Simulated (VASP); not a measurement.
# WS2 (P6_3/mmc) in VASP: notebook

WS2 is run at these levels: PBE, LDA, r2SCAN+rVV10, r2SCAN; tasks: single point.

Everything below comes from runs of VASP 6.6.1. Logs are shortened: lines on timing, memory, paths and dates and some standing lists are left out, and cuts for length are marked.

**1. The cell of the first run**

It takes space group P6_3/mmc (No. 194, hexagonal). Conventional cell: a = 3.170 Å, b = 3.170 Å, c = 12.491 Å, α = 90.00°, β = 90.00°, γ = 120.00°. W (site symmetry -6m2) has 6 S at 2.41 Å and 6 W at 3.17 Å within 3.2 Å. Within 3.2 Å of S (site symmetry 3m) lie 3 W at 2.41 Å and 7 S at 3.13 to 3.17 Å.

**2. Single point, PBE**

Contents of INCAR:

```
SYSTEM = WS2
PREC = Accurate
ENCUT = 520
EDIFF = 1E-6
ISMEAR = -1
SIGMA = 0.02
LREAL = .FALSE.
LASPH = .TRUE.
NELM = 80
ALGO = Normal
ISIF = 2
LWAVE = .FALSE.
LCHARG = .TRUE.
GGA = PE
LELF = .TRUE.
LVHAR = .TRUE.
NBANDS = 35
```

Contents of KPOINTS:

```
regular mesh
0
G
  12 12 2
  0 0 0
```

Contents of POSCAR:

```
WS2
1.0
    3.1699463526      0.0000000000      0.0000000000
   -1.5849731763      2.7452540700      0.0000000000
    0.0000000000      0.0000000000     12.4910704373
W S
2 4
Direct
    0.3333333333      0.6666666667      0.2500000000
    0.6666666667      0.3333333333      0.7500000000
    0.6666666667      0.3333333333      0.3751079149
    0.6666666667      0.3333333333      0.1248920851
    0.3333333333      0.6666666667      0.8751079149
    0.3333333333      0.6666666667      0.6248920851
```

Potentials or basis: VASP PAW PBE potentials, release 64 (W_sv, S).

Run with:

```sh
> cat potpaw_PBE.64/W_sv/POTCAR potpaw_PBE.64/S/POTCAR > POTCAR
> mpirun -np 1 vasp_std > vasp.out
```

OUTCAR:

```text
SYSTEM = WS2
   PREC = Accurate
   ENCUT = 520
   EDIFF = 1E-6
   ISMEAR = -1
   LREAL = .FALSE.
   LASPH = .TRUE.
   NELM = 80
   ISIF = 2
   GGA = PE

 ion  position               nearest neighbor table
   1  0.333  0.667  0.250-   3 2.41   4 2.41   3 2.41   4 2.41   3 2.41   4 2.41
   2  0.667  0.333  0.750-   5 2.41   6 2.41   5 2.41   6 2.41   5 2.41   6 2.41
   3  0.667  0.333  0.375-   1 2.41   1 2.41   1 2.41
   4  0.667  0.333  0.125-   1 2.41   1 2.41   1 2.41
   5  0.333  0.667  0.875-   2 2.41   2 2.41   2 2.41
   6  0.333  0.667  0.625-   2 2.41   2 2.41   2 2.41

  LATTYP: Found a hexagonal cell.
 ALAT       =     3.1699463526
 C/A-ratio  =     3.9404674552

  Lattice vectors:

 A1 = (   3.1699463526,   0.0000000000,   0.0000000000)
 A2 = (  -1.5849731763,   2.7452540700,   0.0000000000)
 A3 = (   0.0000000000,   0.0000000000,  12.4910704373)

Analysis of symmetry for initial positions (statically):
=====================================================================
 Subroutine PRICEL returns:
 Original cell was already a primitive cell.

 Routine SETGRP: Setting up the symmetry group for a
 hexagonal supercell.

 Subroutine GETGRP returns: Found 24 space group operations
 (whereof 12 operations were pure point group operations)
 out of a pool of 24 trial point group operations.

The static configuration has the point symmetry D_3d.
 The point group associated with its full space group is D_6h.

Analysis of symmetry for dynamics (positions and initial velocities):
=====================================================================
 Subroutine PRICEL returns:
 Original cell was already a primitive cell.

 Routine SETGRP: Setting up the symmetry group for a
 hexagonal supercell.

 Subroutine GETGRP returns: Found 24 space group operations
 (whereof 12 operations were pure point group operations)
 out of a pool of 24 trial point group operations.

The dynamic configuration has the point symmetry D_3d.
 The point group associated with its full space group is D_6h.

 Subroutine INISYM returns: Found 24 space group operations
 (whereof 12 operations are pure point group operations),
 and found     1 'primitive' translations

----------------------------------------------------------------------------------------

                                     Primitive cell

  volume of cell :     108.7011

  direct lattice vectors                    reciprocal lattice vectors
     3.169946353  0.000000000  0.000000000     0.315462752  0.182132505  0.000000000
    -1.584973176  2.745254070  0.000000000     0.000000000  0.364265010  0.000000000
     0.000000000  0.000000000 12.491070437     0.000000000  0.000000000  0.080057190

  length of vectors
     3.169946353  3.169946353 12.491070437     0.364265010  0.364265010  0.080057190

  position of ions in fractional coordinates (direct lattice)
     0.333333333  0.666666667  0.250000000
     0.666666667  0.333333333  0.750000000
     0.666666667  0.333333333  0.375107915
     0.666666667  0.333333333  0.124892085
     0.333333333  0.666666667  0.875107915
     0.333333333  0.666666667  0.624892085

  ion indices of the primitive-cell ions
   primitive index   ion index
                 1           1
                 2           2
                 3           3
                 4           4
                 5           5
                 6           6

----------------------------------------------------------------------------------------

 KPOINTS: regular mesh

Automatic generation of k-mesh.
 Grid dimensions read from file:
 generate k-points for:   12   12    2

 Generating k-lattice:

  Cartesian coordinates                     Fractional coordinates (reciprocal lattice)
     0.026288563  0.015177709  0.000000000     0.083333333  0.000000000  0.000000000
     0.000000000  0.030355417  0.000000000     0.000000000  0.083333333  0.000000000
     0.000000000  0.000000000  0.040028595     0.000000000  0.000000000  0.500000000

  Length of vectors
     0.030355417  0.030355417  0.040028595

  Shift w.r.t. Gamma in fractional coordinates (k-lattice)
     0.000000000  0.000000000  0.000000000

 Subroutine IBZKPT returns following result:
 ===========================================

 Found     38 irreducible k-points:

 Following reciprocal coordinates:
            Coordinates               Weight
  0.000000  0.000000  0.000000      1.000000
  0.083333  0.000000  0.000000      6.000000
  0.166667  0.000000  0.000000      6.000000
  0.250000  0.000000  0.000000      6.000000
  0.333333  0.000000  0.000000      6.000000
  0.416667 -0.000000  0.000000      6.000000
[... 16 lines left out ...]
  0.250000  0.000000  0.500000      6.000000
  0.333333  0.000000  0.500000      6.000000
 [... further k-points ...]
   k-points           NKPTS =     38   k-points in BZ     NKDIM =     38   number of bands    NBANDS=     35
   number of dos      NEDOS =    301   number of ions     NIONS =      6
   total plane-waves  NPLWV =  55296
   dimension x,y,z NGX =    24 NGY =   24 NGZ =   96
   dimension x,y,z NGXF=    48 NGYF=   48 NGZF=  192
   ions per type =               2   4
   NGX,Y,Z   is equivalent  to a cutoff of  12.59, 12.59, 12.78 a.u.
   NGXF,Y,Z  is equivalent  to a cutoff of  25.17, 25.17, 25.55 a.u.
 SYSTEM =  WS2
   PREC   = accura    normal or accurate (medium, high low for compatibility)
   ISTART =      0    job   : 0-new  1-cont  2-samecut
   ICHARG =      2    charge: 1-file 2-atom 10-const
   ISPIN  =      1    spin polarized calculation?
   LNONCOLLINEAR =      F non collinear calculations
   LSORBIT =      F    spin-orbit coupling
   LASPH  =      T    aspherical Exc in radial PAW
   ENCUT  =  520.0 eV  38.22 Ry    6.18 a.u.   5.89  5.89 23.23*2*pi/ulx,y,z
   NELM   =     80;   NELMIN=  2; NELMDL= -5     # of ELM steps
   EDIFF  = 0.1E-05   stopping-criterion for ELM
   LREAL  =      F    real-space projection
   EDIFFG = 0.1E-04   stopping-criterion for IOM
   NSW    =      0    number of steps for IOM
   IBRION =     -1    ionic relax: 0-MD 1-quasi-New 2-CG
   NFREE  =      0    steps in history (QN), initial steepest desc. (CG)
   ISIF   =      2    stress and relaxation
   ISYM   =      2    0-nonsym 1-usesym 2-fastsym
   POTIM  = 0.5000    time-step for ionic-motion
   TEBEG  =    0.0;   TEEND  =   0.0 temperature during run
   PSTRESS=    0.0 pullay stress
   NELECT =      52.0000    total number of electrons
   NUPDOWN=      -1.0000    fix difference up-down
   EMIN   =  10.00;   EMAX   =-10.00  energy-range for DOS
   EFERMI =   0.00;   METHOD = LEGACY
   ISMEAR =    -1;   SIGMA  =   0.02  broadening in eV -4-tet -1-fermi 0-gaus
   EFERMI_NEDOS =   21; number of points for ismear=-14 and -15
   IALGO  =     38    algorithm
   IMIX   =      4    mixing-type and parameters
     AMIX     =   0.40;   BMIX     =  1.00
     AMIX_MAG =   1.60;   BMIX_MAG =  1.00
  volume/ion in A,a.u.               =      18.12       122.26
  Fermi-wavevector in a.u.,A,eV,Ry     =   1.280357  2.419525 22.304238  1.639315
  Thomas-Fermi vector in A             =   2.412790
   LORBIT       =      0    0 simple, 1 ext, 2 COOP (PROOUT), +10 PAW based schemes
   GGA     = PE    functional components
   LHFCALC =     F    Hartree Fock is set to
   AEXX    =    0.0000 exact exchange contribution
   IVDW    =     0    specifies the selected vdW correction
   LEPSILON=     F    determine dielectric tensor
   LRPA    =     F    only Hartree local field effects (RPA)
 non-spin polarized calculation
  energy-cutoff  :      520.00
  volume of cell :      108.70
 maximum number of plane-waves:      2947
 NGX is ok and might be reduce to    24
   NGX = 11   NGY = 11   NGZ = 47

 number of electron      52.0000003 magnetization

 Free energy of the ion-electron system (eV)
  ---------------------------------------------------
  ext. energy  EPLUGINS =         0.00000000
  ---------------------------------------------------
  free energy    TOTEN  =       -47.27012614 eV

  energy without entropy =      -47.27012614  energy(sigma->0) =      -47.27012614

 E-fermi :   7.7988     XC(G=0): -10.8092

 val. band max:        7.1929208267   @ k =   0.0000   0.0000   0.0000
 cond. band min:       8.2547593713   @ k =   0.1667   0.1667   0.0000
 fundamental gap:      1.0618385446
 Fermi energy:         7.7987727781

 k-point     1 :       0.0000    0.0000    0.0000
  band No.  band energies     occupation
      1     -67.4169      2.00000
      2     -67.4169      2.00000
      3     -31.6652      2.00000
      4     -31.6652      2.00000
      5     -31.5059      2.00000
      6     -31.5059      2.00000
[... 27 lines left out ...]
     34       9.7333      0.00000
     35      11.8902      0.00000

 k-point     2 :       0.0833    0.0000    0.0000
  band No.  band energies     occupation
      1     -67.4157      2.00000
      2     -67.4157      2.00000
      3     -31.6609      2.00000
      4     -31.6609      2.00000
      5     -31.5298      2.00000
      6     -31.5298      2.00000
[... 27 lines left out ...]
     34       9.7285      0.00000
     35      12.4314      0.00000

 k-point     3 :       0.1667    0.0000    0.0000
  band No.  band energies     occupation
      1     -67.4124      2.00000
      2     -67.4124      2.00000
      3     -31.6492      2.00000
      4     -31.6492      2.00000
      5     -31.5945      2.00000
      6     -31.5945      2.00000
[... 27 lines left out ...]
     34      10.2613      0.00000
     35      13.5079      0.00000
[... 723 lines left out ...]
 k-point    23 :       0.2500    0.0000    0.5000
  band No.  band energies     occupation
      1     -67.4080      2.00000
      2     -67.4080      2.00000
      3     -31.6817      2.00000
      4     -31.6817      2.00000
      5     -31.6331      2.00000
      6     -31.6331      2.00000
[... 27 lines left out ...]
     34      10.7290      0.00000
     35      13.8933      0.00000

 k-point    24 :       0.3333    0.0000    0.5000
  band No.  band energies     occupation
      1     -67.4036      2.00000
      2     -67.4036      2.00000
      3     -31.7677      2.00000
      4     -31.7677      2.00000
      5     -31.6169      2.00000
      6     -31.6169      2.00000
[... 27 lines left out ...]
     34      11.0973      0.00000
     35      13.1791      0.00000

 [... further k-points ...]
[... 5 lines left out ...]
  --------------------------------------------------------------------------------------
  -------------------------------------------------------------------------------------
  Total        1.8940715      1.8940715      2.8258377      0.0000000      0.0000000      0.0000000
  in kB       27.9172626     27.9172626     41.6508327      0.0000000      0.0000000      0.0000000
  external PRESSURE =      32.4951193 kB  Pullay stress =       0.0000000 kB

 VOLUME and BASIS-vectors are now :
 -----------------------------------------------------------------------------
  energy-cutoff  :      520.00
  volume of cell :      108.70
      direct lattice vectors                 reciprocal lattice vectors
     3.169946353  0.000000000  0.000000000     0.315462752  0.182132505  0.000000000
    -1.584973176  2.745254070  0.000000000     0.000000000  0.364265010  0.000000000
     0.000000000  0.000000000 12.491070437     0.000000000  0.000000000  0.080057190

 POSITION                                       TOTAL-FORCE (eV/Angst)
 -----------------------------------------------------------------------------------
     -0.00000      1.83017      3.12277        -0.000000      0.000000      0.000000
      1.58497      0.91508      9.36830         0.000000      0.000000      0.000000
      1.58497      0.91508      4.68550        -0.000000      0.000000      0.197963
      1.58497      0.91508      1.56004        -0.000000      0.000000     -0.197963
     -0.00000      1.83017     10.93103         0.000000      0.000000      0.197963
     -0.00000      1.83017      7.80557         0.000000      0.000000     -0.197963
 -----------------------------------------------------------------------------------
    total drift:                               -0.000000      0.000000     -0.000000

  FREE ENERGIE OF THE ION-ELECTRON SYSTEM (eV)
  ---------------------------------------------------
  free  energy   TOTEN  =       -47.2701261393 eV

  energy  without entropy=      -47.2701261393  energy(sigma->0) =      -47.27012614
```

Run time: 58 s. Hardware: 1 thread of AMD EPYC 9R45 (Zen 5), shared host; peak memory 0.25 GiB.

Results:

```yaml
Free_energy: -47.2701 eV
Pressure: 3.2 GPa
Largest_force: 0.198 eV/Å
Band_gap_on_the_k_mesh: 1.06 eV (least direct gap 1.78 eV)
```

Forces in eV/Å, atoms in the order of the input:
```
W    0.000  0.000  0.000
W    0.000  0.000  0.000
S    0.000  0.000  0.198
S    0.000  0.000 -0.198
S    0.000  0.000  0.198
S    0.000  0.000 -0.198
```

Caveat: the cell stands under pressure; spin-orbit coupling is left out, which moves the levels of the heavy elements; this functional lacks dispersion, which binds layers or chains, so the pressure and a relaxed spacing across them are unreliable. A k mesh can miss the band edges.

(Part 1 of 3 ends here.)
